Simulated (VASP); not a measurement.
Input of a VASP 6.6.1 run:

File INCAR:

```
  PREC = Accurate
  ENCUT = 500
  EDIFF = 1E-6
  ISMEAR = -1
  SIGMA = 0.008617333262145177
  LREAL = F
  LASPH = T
  NELM = 120
  ALGO = Normal
  ISIF = 2
  LWAVE = F
  LCHARG = F
  GGA = CA
  NBANDS = 18
  GGA_COMPAT = F
```

The input KPOINTS:

```
regular mesh
0
Gamma
  3 3 2
```

POSCAR

```
Ag
1.0
    2.8309270047      0.0000000000      0.0000000000
   -1.4154635024      2.4516547023      0.0000000000
    0.0000000000      0.0000000000      4.5920180158
Ag
2
Direct
    0.3333333333      0.6666666667      0.2500000000
    0.6666666667      0.3333333333      0.7500000000
```

Potentials or basis: VASP PAW LDA potentials, release 64 (Ag).

Run with:

```sh
$ cat potpaw_LDA.64/Ag/POTCAR > POTCAR
$ mpirun -np 1 vasp_std > vasp.out
```

Q: Estimate the pressure.

A: 0.2 GPa.

Q: Estimate the band gap on the k mesh.

A: Zero (band 11 reaches 13.36 eV, above the bottom of band 12 at 5.67 eV).

Caveat: the k points lie up to 0.85 Å⁻¹ apart.
